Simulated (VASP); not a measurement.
Here is a VASP 6.6.1 calculation.

File INCAR:

```
SYSTEM = GaC3
PREC     = Accurate       ! precision mode
ENCUT    = 600            ! plane-wave cutoff, eV
EDIFF    = 1E-6           ! SCF threshold, eV
ISMEAR   = 1              ! smearing method
SIGMA    = 0.1            ! smearing width, eV
LREAL    = .False.        ! projectors in reciprocal space
LASPH    = .True.         ! aspherical terms in the spheres
NELM     = 120            ! most SCF steps
ALGO     = Normal         ! electronic algorithm
ISIF     = 2              ! what is computed and relaxed
LWAVE    = .False.        ! write WAVECAR
LCHARG   = .False.        ! write CHGCAR
GGA      = PS             ! functional
NBANDS   = 20             ! bands
GGA_COMPAT= .False.
```

KPOINTS

```
regular mesh
0
Gamma
  6 6 6
  0 0 0
```

Contents of POSCAR:

```
GaC3
1.0
    3.3189480000      0.0000000000      0.0000000000
    0.0000000000      3.3189480000      0.0000000000
    0.0000000000      0.0000000000      3.3189480000
Ga C
1 3
Direct
    0.0000000000      0.0000000000      0.0000000000
    0.0000000000      0.5000000000      0.5000000000
    0.5000000000      0.0000000000      0.5000000000
    0.5400000000      0.5000000000      0.0000000000
```

Potentials or basis: VASP PAW PBE potentials, release 64 (Ga_d, C).

Run with:

```sh
$ cat potpaw_PBE.64/Ga_d/POTCAR potpaw_PBE.64/C/POTCAR > POTCAR
$ mpirun -np 1 vasp_std > vasp.out
```

Question: What does it give for the largest force?

Answer: 0.543 eV/Å.

Question: Estimate the pressure.

Answer: -4.6 GPa.

Forces on the atoms (eV/Å):
```
Ga   0.438  0.000  0.000
C   -0.467  0.000  0.000
C   -0.514  0.000  0.000
C    0.543  0.000  0.000
```

Caveat: the PAW data sets were made with another functional, which shifts forces and pressure a little.
